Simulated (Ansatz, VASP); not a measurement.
AlN: VASP beside Ansatz

The input INCAR:

```
SYSTEM = AlN
PREC = Accurate
ENCUT = 600
EDIFF = 1E-7
ISMEAR = 0
SIGMA = 0.02
LREAL = .False.
LASPH = .True.
NELM = 120
ALGO = Normal
ISIF = 3
LWAVE = .False.
LCHARG = .False.
IBRION = 2
NSW = 100
EDIFFG = -0.002
GGA_COMPAT = .False.
NELMIN = 4
```

File KPOINTS:

```
Automatic mesh
0
Gamma
  10 10 10
  0 0 0
```

POSCAR

```
AlN
1.0
    0.0000000000      2.1900000000      2.1900000000
    2.1900000000      0.0000000000      2.1900000000
    2.1900000000      2.1900000000      0.0000000000
Al N
1 1
Direct
    0.0000000000      0.0000000000      0.0000000000
    0.2500000000      0.2500000000      0.2500000000
```

Input for Ansatz:

```yaml
crystal:
  lattice:
    - [0.0, 2.19, 2.19]
    - [2.19, 0.0, 2.19]
    - [2.19, 2.19, 0.0]
  atoms:
    - { symbol: Al, position: [0.0, 0.0, 0.0] }
    - { symbol: "N", position: [0.25, 0.25, 0.25] }
basis:
  ecutwfc: 420
kpoints:
  mp_grid: { grid: [10, 10, 10] }
hamiltonian:
  xc: lda
  pseudopotentials: { kind: paw, azcp: { folder: soft_1 } }
scf:
  occupations: { method: gaussian, width: 0.02 }
output:
  forces: true
  stress: true
  eigenvalues: true
relax:
  adjacent_minimum: "off"
  f_tol: 0.002
  max_steps: 80
  cell: { stress_tol: 0.02 }
```

Alike in both runs: task relaxation of cell and atoms; functional LDA; k mesh 10 × 10 × 10; occupations gaussian, width 0.02 eV; no spin polarisation.

```csv
,VASP,Ansatz
version,VASP 6.6.1,Ansatz 0.2.0
potentials or method,"VASP PAW LDA potentials, release 64 (Al, N), cutoff 600 eV","scalar-relativistic, plane waves, PAW"
valence electrons in the cell,8,8
```

Ansatz gave:

* gap on the k mesh at the Fermi level, each at its own relaxed structure (eV): 3.25
* relaxed volume (Å³/atom): 10.23
* relaxed cell length with the largest relative difference (Å): 3.070

**Question.** Estimate VASP's values.

**Answer.** gap on the k mesh at the Fermi level, each at its own relaxed structure (eV): 3.23; relaxed volume (Å³/atom): 10.26; relaxed cell length with the largest relative difference (Å): 3.073.

Ansatz warns that its potentials were made for another functional, while VASP's fit it. LDA's correlation is that of Perdew and Zunger in VASP and of Perdew and Wang (1992) in Ansatz.
